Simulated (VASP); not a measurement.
Input of a VASP 6.6.1 run:

The input INCAR:

```
SYSTEM = Rb
  PREC = Accurate
  ENCUT = 520
  EDIFF = 1E-7
  ISMEAR = 0
  SIGMA = 0.1
  LREAL = .FALSE.
  LASPH = .TRUE.
  NELM = 100
  ALGO = Normal
  ISIF = 2
  LWAVE = .FALSE.
  LCHARG = .TRUE.
  GGA = PE
  LELF = .TRUE.
  LVHAR = .TRUE.
  NBANDS = 10
```

KPOINTS

```
regular mesh
0
G
  10 10 10
  0 0 0
```

File POSCAR:

```
Rb
1.0
   -2.8751081345      2.8751081345      2.6703266053
    2.8751081345     -2.8751081345      2.6703266053
    2.8751081345      2.8751081345     -2.6703266053
Rb
1
Direct
    0.0000000000      0.0000000000      0.0000000000
```

Potentials or basis: VASP PAW PBE potentials, release 64 (Rb_sv).

The run is started by

```sh
$ cat potpaw_PBE.64/Rb_sv/POTCAR > POTCAR
$ mpirun -np 1 vasp_std > vasp.out
```

What does it give for the pressure?

0.1 GPa.
